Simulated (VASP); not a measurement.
Set up this calculation in VASP 6.6.1, as the native input.

| Item | Value |
| --- | --- |
| Task | single point |
| Functional | PBE |
| Potentials or basis | VASP PAW PBE potentials, release 64 (Ge_d) |
| Cutoff | 520 eV |
| k mesh | 20 × 20 × 20 |
| Occupations | gaussian, width 0.1 eV |
| Spin | no spin polarisation |
| Dipole correction | no |
| Further INCAR settings | ALGO = Normal; EDIFF = 1e-06; NBANDS = 13 |

The structure of Ge lies in POSCAR:

```
Ge
1.0
    2.7111113122      0.0000000000      0.0000000000
    0.0000000000      2.7111113122      0.0000000000
    0.0000000000      0.0000000000      2.7111115581
Ge
1
Direct
    0.0000000000      0.0000000000      0.5000000000
```

The cell was generated, and may not be a known phase.

The input as run:

INCAR

```
PREC = Accurate
ENCUT = 520
EDIFF = 1E-6
ISMEAR = 0
SIGMA = 0.1
LREAL = False
LASPH = True
NELM = 100
ALGO = Normal
ISIF = 2
LWAVE = False
LCHARG = False
GGA = PE
NBANDS = 13
```

KPOINTS

```
Automatic mesh
0
Gamma
  20 20 20
```

Potentials or basis: VASP PAW PBE potentials, release 64 (Ge_d).

Command:

```bash
$ cat potpaw_PBE.64/Ge_d/POTCAR > POTCAR
$ mpirun -np 1 vasp_std > vasp.out
```

Results of the run:

| Property | Result |
| --- | --- |
| Pressure | -0.1 GPa |
| Band gap on the k mesh | zero (bands 7 and 8 overlap by 9.10 eV) |

Wall time 14 s on 1 thread of Intel(R) Xeon(R) 6975P-C (Granite Rapids), on a shared host, peak memory 0.17 GiB.
